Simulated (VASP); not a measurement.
Here is a VASP 6.6.1 calculation.

INCAR

```
ALGO = Fast ; EDIFF = 1E-7
ENCUT = 520 ; GGA = PS
ISIF = 2 ; ISMEAR = 0
LASPH = T ; LCHARG = T
LELF = T ; LREAL = F
LVHAR = T ; LWAVE = F
NBANDS = 12 ; NELM = 60
PREC = Accurate ; SIGMA = 0.15
```

The input KPOINTS:

```
k-points
0
Gamma
  24 24 24
```

POSCAR

```
Cu
1.0
   -1.5149329860      1.5149329860      1.3760814500
    1.5149329860     -1.5149329860      1.3760814500
    1.5149329860      1.5149329860     -1.3760814500
Cu
1
Direct
    0.0000000000      0.0000000000      0.0000000000
```

Potentials or basis: VASP PAW PBE potentials, release 64 (Cu).

The run is started by

```console
$ cat potpaw_PBE.64/Cu/POTCAR > POTCAR
$ mpirun -np 1 vasp_std > vasp.out
```

Question: Predict the pressure.

Answer: -12.7 GPa.

Question: Estimate the band gap on the k mesh.

Answer: Zero (an odd number of electrons rules out a gap without spin polarisation).

Stress tensor (GPa, compression positive):
```
-12.72   0.00   0.00
  0.00 -12.72   0.00
  0.00   0.00 -12.55
```

Caveat: the cell differs from its parent crystal (strain +0.050 along x and y, +0.000 along z); the cell stands under tension; the PAW data sets were made with another functional, which shifts forces and pressure a little.
